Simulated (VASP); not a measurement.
# InSe3 (P4/mmm) in VASP: further runs, part 2 of 2

VASP 6.6.1. Earlier steps stand in the parts before.

## Step 3: Single point, PBE

INCAR

```
PREC = Accurate
ENCUT = 520
EDIFF = 1E-7
ISMEAR = 0
SIGMA = 0.1
LREAL = F
LASPH = T
NELM = 60
ALGO = Normal
ISIF = 2
LWAVE = F
LCHARG = F
GGA = PE
NBANDS = 24
```

KPOINTS

```
Automatic mesh
0
Gamma
  10 10 14
```

POSCAR

```
InSe3
1.0
    4.9845186255      0.0000000000      0.0000000000
    0.0000000000      4.9845186255      0.0000000000
    0.0000000000      0.0000000000      3.5590746403
In Se
1 3
Direct
    0.0000000000      0.0000000000      0.0000000000
    0.0000000000      0.5000000000      0.5000000000
    0.5000000000      0.0000000000      0.5000000000
    0.5000000000      0.5000000000      0.0000000000
```

Potentials or basis: VASP PAW PBE potentials, release 64 (In_d, Se).

Run with:

```console
$ cat potpaw_PBE.64/In_d/POTCAR potpaw_PBE.64/Se/POTCAR > POTCAR
$ mpirun -np 1 vasp_std > vasp.out
```

OUTCAR:

```text
PREC = Accurate
   ENCUT = 520
   EDIFF = 1E-7
   ISMEAR = 0
   LREAL = F
   LASPH = T
   NELM = 60
   ISIF = 2
   GGA = PE

 ion  position               nearest neighbor table
   1  0.000  0.000  0.000-   2 3.06   3 3.06   2 3.06   3 3.06   2 3.06   2 3.06   3 3.06   3 3.06

   2  0.000  0.500  0.500-   1 3.06   1 3.06   1 3.06   1 3.06
   3  0.500  0.000  0.500-   1 3.06   1 3.06   1 3.06   1 3.06
   4  0.500  0.500  0.000-

  LATTYP: Found a simple tetragonal cell.
 ALAT       =     4.9845186255
 C/A-ratio  =     0.7140257481

  Lattice vectors:

 A1 = (   4.9845186255,   0.0000000000,   0.0000000000)
 A2 = (   0.0000000000,   4.9845186255,   0.0000000000)
 A3 = (   0.0000000000,   0.0000000000,   3.5590746403)

Analysis of symmetry for initial positions (statically):
=====================================================================
 Subroutine PRICEL returns:
 Original cell was already a primitive cell.

 Routine SETGRP: Setting up the symmetry group for a
 simple tetragonal supercell.

 Subroutine GETGRP returns: Found 16 space group operations
 (whereof 16 operations were pure point group operations)
 out of a pool of 16 trial point group operations.

The static configuration has the point symmetry D_4h.

Analysis of symmetry for dynamics (positions and initial velocities):
=====================================================================
 Subroutine PRICEL returns:
 Original cell was already a primitive cell.

 Routine SETGRP: Setting up the symmetry group for a
 simple tetragonal supercell.

 Subroutine GETGRP returns: Found 16 space group operations
 (whereof 16 operations were pure point group operations)
 out of a pool of 16 trial point group operations.

The dynamic configuration has the point symmetry D_4h.

 Subroutine INISYM returns: Found 16 space group operations
 (whereof 16 operations are pure point group operations),
 and found     1 'primitive' translations

----------------------------------------------------------------------------------------

                                     Primitive cell

  volume of cell :      88.4267

  direct lattice vectors                    reciprocal lattice vectors
     4.984518625  0.000000000  0.000000000     0.200621178  0.000000000  0.000000000
     0.000000000  4.984518625  0.000000000     0.000000000  0.200621178  0.000000000
     0.000000000  0.000000000  3.559074640     0.000000000  0.000000000  0.280971910

  length of vectors
     4.984518625  4.984518625  3.559074640     0.200621178  0.200621178  0.280971910

  position of ions in fractional coordinates (direct lattice)
     0.000000000  0.000000000  0.000000000
     0.000000000  0.500000000  0.500000000
     0.500000000  0.000000000  0.500000000
     0.500000000  0.500000000  0.000000000

  ion indices of the primitive-cell ions
   primitive index   ion index
                 1           1
                 2           2
                 3           3
                 4           4

----------------------------------------------------------------------------------------

 KPOINTS: Automatic mesh

Automatic generation of k-mesh.
 Grid dimensions read from file:
 generate k-points for:   10   10   14

 Generating k-lattice:

  Cartesian coordinates                     Fractional coordinates (reciprocal lattice)
     0.020062118  0.000000000  0.000000000     0.100000000  0.000000000  0.000000000
     0.000000000  0.020062118  0.000000000     0.000000000  0.100000000  0.000000000
     0.000000000  0.000000000  0.020069422     0.000000000  0.000000000  0.071428571

  Length of vectors
     0.020062118  0.020062118  0.020069422

  Shift w.r.t. Gamma in fractional coordinates (k-lattice)
     0.000000000  0.000000000  0.000000000

 Subroutine IBZKPT returns following result:
 ===========================================

 Found    168 irreducible k-points:

 Following reciprocal coordinates:
            Coordinates               Weight
  0.000000  0.000000  0.000000      1.000000
  0.100000  0.000000  0.000000      4.000000
  0.200000  0.000000  0.000000      4.000000
  0.300000  0.000000  0.000000      4.000000
  0.400000  0.000000  0.000000      4.000000
  0.500000  0.000000  0.000000      2.000000
[... 16 lines left out ...]
  0.100000  0.000000  0.071429      8.000000
  0.200000  0.000000  0.071429      8.000000
 [... further k-points ...]
   k-points           NKPTS =    168   k-points in BZ     NKDIM =    168   number of bands    NBANDS=     24
   number of dos      NEDOS =    301   number of ions     NIONS =      4
   total plane-waves  NPLWV =  44800
   dimension x,y,z NGX =    40 NGY =   40 NGZ =   28
   dimension x,y,z NGXF=    80 NGYF=   80 NGZF=   56
   ions per type =               1   3
   NGX,Y,Z   is equivalent  to a cutoff of  13.34, 13.34, 13.08 a.u.
   NGXF,Y,Z  is equivalent  to a cutoff of  26.68, 26.68, 26.16 a.u.
 SYSTEM =  unknown system
   PREC   = accura    normal or accurate (medium, high low for compatibility)
   ISTART =      0    job   : 0-new  1-cont  2-samecut
   ICHARG =      2    charge: 1-file 2-atom 10-const
   ISPIN  =      1    spin polarized calculation?
   LNONCOLLINEAR =      F non collinear calculations
   LSORBIT =      F    spin-orbit coupling
   LASPH  =      T    aspherical Exc in radial PAW
   ENCUT  =  520.0 eV  38.22 Ry    6.18 a.u.   9.27  9.27  6.62*2*pi/ulx,y,z
   NELM   =     60;   NELMIN=  2; NELMDL= -5     # of ELM steps
   EDIFF  = 0.1E-06   stopping-criterion for ELM
   LREAL  =      F    real-space projection
   EDIFFG = 0.1E-05   stopping-criterion for IOM
   NSW    =      0    number of steps for IOM
   IBRION =     -1    ionic relax: 0-MD 1-quasi-New 2-CG
   NFREE  =      0    steps in history (QN), initial steepest desc. (CG)
   ISIF   =      2    stress and relaxation
   ISYM   =      2    0-nonsym 1-usesym 2-fastsym
   POTIM  = 0.5000    time-step for ionic-motion
   TEBEG  =    0.0;   TEEND  =   0.0 temperature during run
   PSTRESS=    0.0 pullay stress
   NELECT =      31.0000    total number of electrons
   NUPDOWN=      -1.0000    fix difference up-down
   EMIN   =  10.00;   EMAX   =-10.00  energy-range for DOS
   EFERMI =   0.00;   METHOD = LEGACY
   ISMEAR =     0;   SIGMA  =   0.10  broadening in eV -4-tet -1-fermi 0-gaus
   EFERMI_NEDOS =   21; number of points for ismear=-14 and -15
   IALGO  =     38    algorithm
   IMIX   =      4    mixing-type and parameters
     AMIX     =   0.40;   BMIX     =  1.00
     AMIX_MAG =   1.60;   BMIX_MAG =  1.00
  volume/ion in A,a.u.               =      22.11       149.18
  Fermi-wavevector in a.u.,A,eV,Ry     =   1.154341  2.181389 18.129814  1.332504
  Thomas-Fermi vector in A             =   2.290978
   LORBIT       =      0    0 simple, 1 ext, 2 COOP (PROOUT), +10 PAW based schemes
   GGA     = PE    functional components
   LHFCALC =     F    Hartree Fock is set to
   AEXX    =    0.0000 exact exchange contribution
   IVDW    =     0    specifies the selected vdW correction
   LEPSILON=     F    determine dielectric tensor
   LRPA    =     F    only Hartree local field effects (RPA)
 non-spin polarized calculation
 Gauss-broadening in eV      SIGMA  =   0.10
  energy-cutoff  :      520.00
  volume of cell :       88.43
 maximum number of plane-waves:      2402
 NGX is ok and might be reduce to    40
   NGX = 19   NGY = 19   NGZ = 13

 number of electron      31.0000004 magnetization

 Free energy of the ion-electron system (eV)
  ---------------------------------------------------
  ext. energy  EPLUGINS =         0.00000000
  ---------------------------------------------------
  free energy    TOTEN  =       -12.23990107 eV

  energy without entropy =      -12.23165369  energy(sigma->0) =      -12.23577738

 E-fermi :   5.7232     XC(G=0): -10.3952

 val. band max:        5.7109846054   @ k =   0.5000   0.0000   0.2857
 cond. band min:       5.7296618605   @ k =   0.3000   0.1000   0.5000
 fundamental gap:      0.0186772552
 Fermi energy:         5.7232325486

 k-point     1 :       0.0000    0.0000    0.0000
  band No.  band energies     occupation
      1      -9.2720      2.00000
      2      -8.7713      2.00000
      3      -8.7083      2.00000
      4      -8.5864      2.00000
      5      -8.5742      2.00000
      6      -8.5742      2.00000
[... 637 lines left out ...]
     23      12.9898      0.00000
     24      13.8881      0.00000

 [... further k-points ...]

------------------------ aborting loop because EDIFF is reached ----------------------------------------

  FORCE on cell =-STRESS in cart. coord.  units (eV):
  Direction    XX          YY          ZZ          XY          YZ          ZX
  --------------------------------------------------------------------------------------
  -------------------------------------------------------------------------------------
  Total        0.0103202      0.0103202      0.0260811      0.0000000     -0.0000000      0.0000000
  in kB        0.1869887      0.1869887      0.4725562      0.0000000     -0.0000000      0.0000000
  external PRESSURE =       0.2821779 kB  Pullay stress =       0.0000000 kB

 VOLUME and BASIS-vectors are now :
 -----------------------------------------------------------------------------
  energy-cutoff  :      520.00
  volume of cell :       88.43
      direct lattice vectors                 reciprocal lattice vectors
     4.984518625  0.000000000  0.000000000     0.200621178  0.000000000  0.000000000
     0.000000000  4.984518625  0.000000000     0.000000000  0.200621178  0.000000000
     0.000000000  0.000000000  3.559074640     0.000000000  0.000000000  0.280971910

 POSITION                                       TOTAL-FORCE (eV/Angst)
 -----------------------------------------------------------------------------------
      0.00000      0.00000      0.00000         0.000000      0.000000      0.000000
      0.00000      2.49226      1.77954         0.000000      0.000000      0.000000
      2.49226      0.00000      1.77954         0.000000      0.000000      0.000000
      2.49226      2.49226      0.00000         0.000000      0.000000      0.000000
 -----------------------------------------------------------------------------------
    total drift:                                0.000000      0.000000     -0.000000

  FREE ENERGIE OF THE ION-ELECTRON SYSTEM (eV)
  ---------------------------------------------------
  free  energy   TOTEN  =       -12.2399010701 eV

  energy  without entropy=      -12.2316536851  energy(sigma->0) =      -12.23577738
```

OSZICAR:

```text
N       E                     dE             d eps       ncg     rms          rms(c)
DAV:   1     0.240996190960E+03    0.24100E+03   -0.13098E+04  8080   0.131E+03
DAV:   2     0.127506971198E+02   -0.22825E+03   -0.21328E+03  8704   0.342E+02
DAV:   3    -0.115111189233E+02   -0.24262E+02   -0.23158E+02 10320   0.103E+02
DAV:   4    -0.123685694615E+02   -0.85745E+00   -0.85406E+00  9696   0.198E+01
DAV:   5    -0.123981816554E+02   -0.29612E-01   -0.29609E-01 12192   0.383E+00    0.525E+00
DAV:   6    -0.122526595634E+02    0.14552E+00   -0.31308E-01 11352   0.830E+00    0.310E+00
DAV:   7    -0.122409819592E+02    0.11678E-01   -0.73414E-02 11632   0.254E+00    0.132E+00
DAV:   8    -0.122397808762E+02    0.12011E-02   -0.11349E-02 10112   0.708E-01    0.211E-01
DAV:   9    -0.122398721632E+02   -0.91287E-04   -0.10981E-03 10488   0.338E-01    0.668E-02
DAV:  10    -0.122398973509E+02   -0.25188E-04   -0.11813E-04  9872   0.638E-02    0.312E-02
DAV:  11    -0.122399002764E+02   -0.29255E-05   -0.21151E-05 10648   0.412E-02    0.122E-02
DAV:  12    -0.122399010315E+02   -0.75509E-06   -0.36194E-06 10040   0.151E-02    0.212E-03
DAV:  13    -0.122399010701E+02   -0.38584E-07   -0.30691E-07  9808   0.325E-03
   1 F= -.12239901E+02 E0= -.12235777E+02  d E =-.824738E-02
```

Wall time 5 min (1 thread of Intel Xeon 8259CL, shared host); peak memory 0.44 GiB.

What came out:

- Free energy: -12.2399 eV
- Pressure: 0.0 GPa
- Band gap on the k mesh: zero (an odd number of electrons rules out a gap without spin polarisation)

Caveat: spin-orbit coupling is left out, which moves the levels of the heavy elements.
